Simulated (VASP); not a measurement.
Set up this calculation in VASP 6.6.1, as the native input.

```yaml
Task: single point
Functional: r2SCAN
Potentials_or_basis: VASP PAW PBE potentials, release 64 (K_sv, Br)
Cutoff: 520 eV
k_mesh: 6 × 6 × 6
Occupations: gaussian, width 0.01 eV
Spin: no spin polarisation
Dipole_correction: no
Further_INCAR_settings: ALGO = Normal; EDIFF = 1e-06; NBANDS = 15
```

KBr:

```xyz
2
Lattice="-0.0409 3.6883 3.6883 3.6883 -0.0409 3.6883 3.6474 3.6474 0.0000" Properties=species:S:1:pos:R:3 pbc="T T T"
K     0.0000    0.0000   -0.0186
Br    1.8237    1.8237    1.8628
```

This cell differs from its parent crystal: shear xy strain -2.2%.

One way to write it, as run:

POSCAR

```
KBr
1.0
   -0.0409401220      3.6882992785      3.6882992785
    3.6882992785     -0.0409401220      3.6882992785
    3.6473591566      3.6473591566      0.0000000000
K Br
1 1
Direct
   -0.0025279309     -0.0025279309      0.0025279309
    0.2525279309      0.2525279309      0.2474720691
```

INCAR.step1

```
PREC = Accurate ; ENCUT = 520
ISMEAR = 0 ; SIGMA = 0.01
LREAL = F ; LASPH = T
NELM = 80 ; NBANDS = 15
GGA = PE ; ALGO = Normal
EDIFF = 1E-4 ; LWAVE = T
LCHARG = F
```

INCAR.step2

```
PREC = Accurate ; ENCUT = 520
EDIFF = 1E-6 ; ISMEAR = 0
SIGMA = 0.01 ; LREAL = F
LASPH = T ; NELM = 80
ALGO = Normal ; ISIF = 2
LWAVE = F ; LCHARG = F
METAGGA = R2SCAN ; LMIXTAU = T
NBANDS = 15 ; ISTART = 1
```

KPOINTS

```
regular mesh
0
Gamma
  6 6 6
```

Potentials or basis: VASP PAW PBE potentials, release 64 (K_sv, Br).

The run is started by

```bash
$ cat potpaw_PBE.64/K_sv/POTCAR potpaw_PBE.64/Br/POTCAR > POTCAR
$ cp INCAR.step1 INCAR
$ mpirun -np 1 vasp_std > vasp.out
$ cp INCAR.step2 INCAR
$ mpirun -np 1 vasp_std > vasp.out
```

Results of the run:

| Quantity | Value |
| --- | --- |
| Pressure | 0.0 GPa |
| Band gap on the k mesh | 4.83 eV (least direct gap 4.84 eV) |

Caveat: the cell differs from its parent crystal (shear xy strain -2.2%); the PAW data sets were made with another functional, which shifts forces and pressure a little.

It took 120 s on 1 thread of Intel(R) Xeon(R) 6975P-C (Granite Rapids), with other jobs on the host, peak memory 0.29 GiB.
